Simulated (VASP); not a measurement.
A run of VASP 6.6.1 is set up as follows.

The input INCAR:

```
PREC = Accurate
ENCUT = 520
EDIFF = 1E-6
ISMEAR = -1
SIGMA = 0.06122561905347299
LREAL = F
LASPH = T
NELM = 100
ALGO = Normal
ISIF = 2
LWAVE = F
LCHARG = T
GGA = PE
LELF = T
LVHAR = T
NBANDS = 20
```

File KPOINTS:

```
regular mesh
0
Gamma
  28 28 28
```

Contents of POSCAR:

```
Ba2O
1.0
    0.0000000000      3.3942408818      3.3942408818
    3.3942408818      0.0000000000      3.3942408818
    3.3942408818      3.3942408818      0.0000000000
Ba O
2 1
Direct
    0.2500000000      0.2500000000      0.2500000000
    0.7500000000      0.7500000000      0.7500000000
    0.0000000000      0.0000000000      0.0000000000
```

Potentials or basis: VASP PAW PBE potentials, release 64 (Ba_sv, O).

Command:

```bash
$ cat potpaw_PBE.64/Ba_sv/POTCAR potpaw_PBE.64/O/POTCAR > POTCAR
$ mpirun -np 1 vasp_std > vasp.out
```

Q: What does it give for the pressure?

A: 2.4 GPa.

Q: What does it give for the band gap on the k mesh?

A: Zero (bands 13 and 14 overlap by 0.62 eV).

Caveat: spin-orbit coupling is left out, which moves the levels of the heavy elements.
